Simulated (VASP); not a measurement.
# La (P6_3/mmc) in VASP: single point with LDA

Aim: the single point of La with LDA.

Program: VASP 6.6.1. These are calculated values, not measurements. Logs are shortened: lines on timing, memory, paths and dates and some standing lists are left out, and cuts for length are marked.

## Step 1: The cell of the first run

The structure is hexagonal, space group P6_3/mmc (No. 194). Conventional cell: a = 3.796 Å, b = 3.796 Å, c = 12.041 Å, α = 90.00°, β = 90.00°, γ = 120.00°. La (site symmetry -3m) has 12 La at 3.72 to 3.80 Å within 4.9 Å. Within 4.9 Å of La (site symmetry -6m2) lie 12 La at 3.72 to 3.80 Å.

## Step 2: Single point, LDA

File INCAR:

```
SYSTEM = La
ALGO     = Fast           ! electronic algorithm
EDIFF    = 1E-6           ! SCF threshold, eV
ENCUT    = 520            ! plane-wave cutoff, eV
ISIF     = 2              ! what is computed and relaxed
ISMEAR   = 0              ! smearing method
LASPH    = .TRUE.         ! aspherical terms in the spheres
LCHARG   = .TRUE.         ! write CHGCAR
LELF     = .TRUE.         ! ELF
LREAL    = .FALSE.        ! projectors in reciprocal space
LVHAR    = .TRUE.       
LWAVE    = .FALSE.        ! write WAVECAR
NBANDS   = 30             ! bands
NELM     = 60             ! most SCF steps
PREC     = Accurate       ! precision mode
SIGMA    = 0.1            ! smearing width, eV
```

File KPOINTS:

```
k-points
0
G
  12 12 4
  0 0 0
```

File POSCAR:

```
La
1.0
    3.7963115000      0.0000000000      0.0000000000
   -1.8981557500      3.2877022000      0.0000000000
    0.0000000000      0.0000000000     12.0412575300
La
4
Direct
    0.0000000000      0.0000000000      0.0000000000
    0.0000000000      0.0000000000      0.5000000000
    0.3333333300      0.6666666700      0.2500000000
    0.6666666700      0.3333333300      0.7500000000
```

Potentials or basis: VASP PAW LDA potentials, release 64 (La).

The run is started by

```
$ cat potpaw_LDA.64/La/POTCAR > POTCAR
$ mpirun -np 1 vasp_std > vasp.out
```

OUTCAR:

```text
SYSTEM = La
   EDIFF = 1E-6
   ENCUT = 520
   ISIF = 2
   ISMEAR = 0
   LASPH = .TRUE.
   LREAL = .FALSE.
   NELM = 60
   PREC = Accurate

 ion  position               nearest neighbor table
   1  0.000  0.000  0.000-
   2  0.000  0.000  0.500-
   3  0.333  0.667  0.250-
   4  0.667  0.333  0.750-

  LATTYP: Found a hexagonal cell.
 ALAT       =     3.7963115000
 C/A-ratio  =     3.1718307441

  Lattice vectors:

 A1 = (   3.7963115000,   0.0000000000,   0.0000000000)
 A2 = (  -1.8981557500,   3.2877022000,   0.0000000000)
 A3 = (   0.0000000000,   0.0000000000,  12.0412575300)

Analysis of symmetry for initial positions (statically):
=====================================================================
 Subroutine PRICEL returns:
 Original cell was already a primitive cell.

 Routine SETGRP: Setting up the symmetry group for a
 hexagonal supercell.

 Subroutine GETGRP returns: Found 24 space group operations
 (whereof 12 operations were pure point group operations)
 out of a pool of 24 trial point group operations.

The static configuration has the point symmetry D_3d.
 The point group associated with its full space group is D_6h.

Analysis of symmetry for dynamics (positions and initial velocities):
=====================================================================
 Subroutine PRICEL returns:
 Original cell was already a primitive cell.

 Routine SETGRP: Setting up the symmetry group for a
 hexagonal supercell.

 Subroutine GETGRP returns: Found 24 space group operations
 (whereof 12 operations were pure point group operations)
 out of a pool of 24 trial point group operations.

The dynamic configuration has the point symmetry D_3d.
 The point group associated with its full space group is D_6h.

 Subroutine INISYM returns: Found 24 space group operations
 (whereof 12 operations are pure point group operations),
 and found     1 'primitive' translations

----------------------------------------------------------------------------------------

                                     Primitive cell

  volume of cell :     150.2886

  direct lattice vectors                    reciprocal lattice vectors
     3.796311500  0.000000000  0.000000000     0.263413579  0.152081901  0.000000000
    -1.898155750  3.287702200  0.000000000     0.000000000  0.304163802  0.000000000
     0.000000000  0.000000000 12.041257530     0.000000000  0.000000000  0.083047804

  length of vectors
     3.796311500  3.796311500 12.041257530     0.304163802  0.304163802  0.083047804

  position of ions in fractional coordinates (direct lattice)
     0.000000000  0.000000000  0.000000000
     0.000000000  0.000000000  0.500000000
     0.333333330  0.666666670  0.250000000
     0.666666670  0.333333330  0.750000000

  ion indices of the primitive-cell ions
   primitive index   ion index
                 1           1
                 2           2
                 3           3
                 4           4

----------------------------------------------------------------------------------------

 KPOINTS: k-points

Automatic generation of k-mesh.
 Grid dimensions read from file:
 generate k-points for:   12   12    4

 Generating k-lattice:

  Cartesian coordinates                     Fractional coordinates (reciprocal lattice)
     0.021951132  0.012673492  0.000000000     0.083333333  0.000000000  0.000000000
     0.000000000  0.025346983  0.000000000     0.000000000  0.083333333  0.000000000
     0.000000000  0.000000000  0.020761951     0.000000000  0.000000000  0.250000000

  Length of vectors
     0.025346983  0.025346983  0.020761951

  Shift w.r.t. Gamma in fractional coordinates (k-lattice)
     0.000000000  0.000000000  0.000000000

 Subroutine IBZKPT returns following result:
 ===========================================

 Found     57 irreducible k-points:

 Following reciprocal coordinates:
            Coordinates               Weight
  0.000000  0.000000  0.000000      1.000000
  0.083333  0.000000  0.000000      6.000000
  0.166667  0.000000  0.000000      6.000000
  0.250000  0.000000  0.000000      6.000000
  0.333333  0.000000  0.000000      6.000000
  0.416667  0.000000  0.000000      6.000000
[... 16 lines left out ...]
  0.250000  0.000000  0.250000     12.000000
  0.333333  0.000000  0.250000     12.000000
 [... further k-points ...]
   k-points           NKPTS =     57   k-points in BZ     NKDIM =     57   number of bands    NBANDS=     30
   number of dos      NEDOS =    301   number of ions     NIONS =      4
   total plane-waves  NPLWV =  70560
   dimension x,y,z NGX =    28 NGY =   28 NGZ =   90
   dimension x,y,z NGXF=    56 NGYF=   56 NGZF=  180
   ions per type =               4
   NGX,Y,Z   is equivalent  to a cutoff of  12.26, 12.26, 12.43 a.u.
   NGXF,Y,Z  is equivalent  to a cutoff of  24.52, 24.52, 24.85 a.u.
 SYSTEM =  La
   PREC   = accura    normal or accurate (medium, high low for compatibility)
   ISTART =      0    job   : 0-new  1-cont  2-samecut
   ICHARG =      2    charge: 1-file 2-atom 10-const
   ISPIN  =      1    spin polarized calculation?
   LNONCOLLINEAR =      F non collinear calculations
   LSORBIT =      F    spin-orbit coupling
   LASPH  =      T    aspherical Exc in radial PAW
   ENCUT  =  520.0 eV  38.22 Ry    6.18 a.u.   7.06  7.06 22.39*2*pi/ulx,y,z
   NELM   =     60;   NELMIN=  2; NELMDL= -5     # of ELM steps
   EDIFF  = 0.1E-05   stopping-criterion for ELM
   LREAL  =      F    real-space projection
[... 7 lines left out ...]
   TEBEG  =    0.0;   TEEND  =   0.0 temperature during run
   PSTRESS=    0.0 pullay stress
   NELECT =      44.0000    total number of electrons
   NUPDOWN=      -1.0000    fix difference up-down
   EMIN   =  10.00;   EMAX   =-10.00  energy-range for DOS
   EFERMI =   0.00;   METHOD = LEGACY
   ISMEAR =     0;   SIGMA  =   0.10  broadening in eV -4-tet -1-fermi 0-gaus
   EFERMI_NEDOS =   21; number of points for ismear=-14 and -15
   IALGO  =     68    algorithm
   IMIX   =      4    mixing-type and parameters
     AMIX     =   0.40;   BMIX     =  1.00
     AMIX_MAG =   1.60;   BMIX_MAG =  1.00
  volume/ion in A,a.u.               =      37.57       253.55
  Fermi-wavevector in a.u.,A,eV,Ry     =   1.087052  2.054230 16.077762  1.181682
  Thomas-Fermi vector in A             =   2.223203
   LORBIT       =      0    0 simple, 1 ext, 2 COOP (PROOUT), +10 PAW based schemes
   GGA     = CA    functional components
   LHFCALC =     F    Hartree Fock is set to
   AEXX    =    0.0000 exact exchange contribution
   IVDW    =     0    specifies the selected vdW correction
   LEPSILON=     F    determine dielectric tensor
   LRPA    =     F    only Hartree local field effects (RPA)
 non-spin polarized calculation
 RMM-DIIS sequential band-by-band and
 Gauss-broadening in eV      SIGMA  =   0.10
  energy-cutoff  :      520.00
  volume of cell :      150.29
 maximum number of plane-waves:      4080
   NGX = 15   NGY = 15   NGZ = 45

 number of electron      43.9999997 magnetization

 Free energy of the ion-electron system (eV)
  ---------------------------------------------------
  ext. energy  EPLUGINS =         0.00000000
  ---------------------------------------------------
  free energy    TOTEN  =       -22.06735033 eV

  energy without entropy =      -22.03149695  energy(sigma->0) =      -22.04942364

 E-fermi :   7.5620     XC(G=0):  -9.7169

 val. band max:        7.5513277539   @ k =   0.1667   0.0000   0.2500
 cond. band min:       7.5686518944   @ k =   0.2500   0.0000   0.2500
 fundamental gap:      0.0173241406
 Fermi energy:         7.5619771982

 k-point     1 :       0.0000    0.0000    0.0000
  band No.  band energies     occupation
      1     -25.2265      2.00000
      2     -25.1291      2.00000
      3     -25.1153      2.00000
      4     -25.0143      2.00000
      5      -9.6278      2.00000
      6      -8.9639      2.00000
[... 22 lines left out ...]
     29       9.0457      0.00000
     30       9.0981      0.00000

 k-point     2 :       0.0833    0.0000    0.0000
  band No.  band energies     occupation
      1     -25.2160      2.00000
      2     -25.1216      2.00000
      3     -25.1078      2.00000
      4     -25.0100      2.00000
      5      -9.5993      2.00000
      6      -8.9757      2.00000
[... 22 lines left out ...]
     29       9.0192      0.00000
     30       9.1214      0.00000

 k-point     3 :       0.1667    0.0000    0.0000
  band No.  band energies     occupation
      1     -25.1867      2.00000
      2     -25.1010      2.00000
      3     -25.0871      2.00000
      4     -24.9987      2.00000
      5      -9.5177      2.00000
      6      -9.0285      2.00000
[... 22 lines left out ...]
     29       8.9697      0.00000
     30       9.1096      0.00000

 k-point     4 :       0.2500    0.0000    0.0000
  band No.  band energies     occupation
      1     -25.1445      2.00000
      2     -25.0727      2.00000
      3     -25.0587      2.00000
      4     -24.9850      2.00000
      5      -9.3994      2.00000
      6      -9.1682      2.00000
[... 22 lines left out ...]
     29       8.8702      0.00000
     30       9.0357      0.00000

 k-point     5 :       0.3333    0.0000    0.0000
  band No.  band energies     occupation
      1     -25.0985      2.00000
      2     -25.0441      2.00000
      3     -25.0300      2.00000
      4     -24.9746      2.00000
      5      -9.3723      2.00000
      6      -9.3593      2.00000
[... 22 lines left out ...]
     29       9.0422      0.00000
     30       9.1336      0.00000
[... 526 lines left out ...]
     29       9.0603      0.00000
     30       9.0974      0.00000

 k-point    22 :       0.1667    0.0000    0.2500
  band No.  band energies     occupation
      1     -25.1798      2.00000
      2     -25.1304      2.00000
      3     -25.0574      2.00000
      4     -25.0061      2.00000
      5      -9.4810      2.00000
      6      -9.2158      2.00000
[... 22 lines left out ...]
     29       8.9493      0.00000
     30       9.0341      0.00000

 k-point    23 :       0.2500    0.0000    0.2500
  band No.  band energies     occupation
      1     -25.1386      2.00000
      2     -25.0968      2.00000
      3     -25.0344      2.00000
      4     -24.9912      2.00000
      5      -9.3832      2.00000
      6      -9.2547      2.00000
[... 22 lines left out ...]
     29       9.0097      0.00000
     30       9.0090      0.00000

 k-point    24 :       0.3333    0.0000    0.2500
  band No.  band energies     occupation
      1     -25.0939      2.00000
      2     -25.0616      2.00000
      3     -25.0124      2.00000
      4     -24.9793      2.00000
      5      -9.3894      2.00000
      6      -9.2973      2.00000
[... 22 lines left out ...]
     29       8.9176      0.00000
     30       9.1396      0.00000

 [... further k-points ...]
[... 5 lines left out ...]
  --------------------------------------------------------------------------------------
  -------------------------------------------------------------------------------------
  Total       -3.6793579     -3.6793579     -3.1345187      0.0000000      0.0000000      0.0000000
  in kB      -39.2244134    -39.2244135    -33.4160635      0.0000000      0.0000000      0.0000000
  external PRESSURE =     -37.2882968 kB  Pullay stress =       0.0000000 kB

 VOLUME and BASIS-vectors are now :
 -----------------------------------------------------------------------------
  energy-cutoff  :      520.00
  volume of cell :      150.29
      direct lattice vectors                 reciprocal lattice vectors
     3.796311500  0.000000000  0.000000000     0.263413579  0.152081901  0.000000000
    -1.898155750  3.287702200  0.000000000     0.000000000  0.304163802  0.000000000
     0.000000000  0.000000000 12.041257530     0.000000000  0.000000000  0.083047804

 POSITION                                       TOTAL-FORCE (eV/Angst)
 -----------------------------------------------------------------------------------
      0.00000      0.00000      0.00000        -0.000000      0.000000     -0.000000
      0.00000      0.00000      6.02063        -0.000000      0.000000     -0.000000
     -0.00000      2.19180      3.01031        -0.000000      0.000000      0.000000
      1.89816      1.09590      9.03094         0.000000      0.000000      0.000000
 -----------------------------------------------------------------------------------
    total drift:                               -0.000000      0.000000      0.000000

  FREE ENERGIE OF THE ION-ELECTRON SYSTEM (eV)
  ---------------------------------------------------
  free  energy   TOTEN  =       -22.0673503325 eV

  energy  without entropy=      -22.0314969529  energy(sigma->0) =      -22.04942364
```

It took 13 min on 1 thread of Intel Xeon Platinum 8488C (Sapphire Rapids), shared host; peak memory 0.36 GiB.

What came out:

```
Free energy            : -22.0674 eV
Pressure               : -3.7 GPa
Band gap on the k mesh : zero (bands 22 and 23 overlap by 1.03 eV)
```

Caveat: the cell stands under tension; spin-orbit coupling is left out, which moves the levels of the heavy elements.
